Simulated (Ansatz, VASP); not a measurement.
# One calculation of LuSi2Ge3, two programs

```
CELL_PARAMETERS angstrom
3.42690 1.97852 3.08776
-3.42690 1.97852 3.08776
0.00000 -3.95704 3.08776
ATOMIC_POSITIONS crystal
Lu 0.50000 0.50000 0.50000
Si 0.80670 0.80670 0.80670
Si 0.19330 0.19330 0.19330
Ge 0.28019 0.71981 0.00000
Ge 0.00000 0.28019 0.71981
Ge 0.71981 0.00000 0.28019
```

Alike in both runs: functional PBE; k mesh 6 × 6 × 6; occupations gaussian, width 0.1 eV; no spin polarisation.

Ansatz relaxed the structure, and its values are those at the end. VASP's run is a single point on that final structure, the one shown.

```csv
,VASP,Ansatz
version,VASP 6.6.1,Ansatz 0.2.0
potentials or method,"VASP PAW PBE potentials, release 64 (Lu, Si, Ge_d), cutoff 520 eV","scalar-relativistic, plane waves, PAW"
valence electrons in the cell,75,75
```

Ansatz gave:

| Item | Value |
| --- | --- |
| gap on the k mesh at the Fermi level (eV) | none |
| pressure (GPa) | 0.0 |
| rms of the force components (eV/Å) | 0.001 |

Task: Which values does VASP return?

Result: gap on the k mesh at the Fermi level (eV): none; pressure (GPa): 0.1; rms of the force components (eV/Å): 0.004.

A gap of «none» marks a metal or a gap that the smearing closes.

Neither program's run includes spin-orbit coupling.
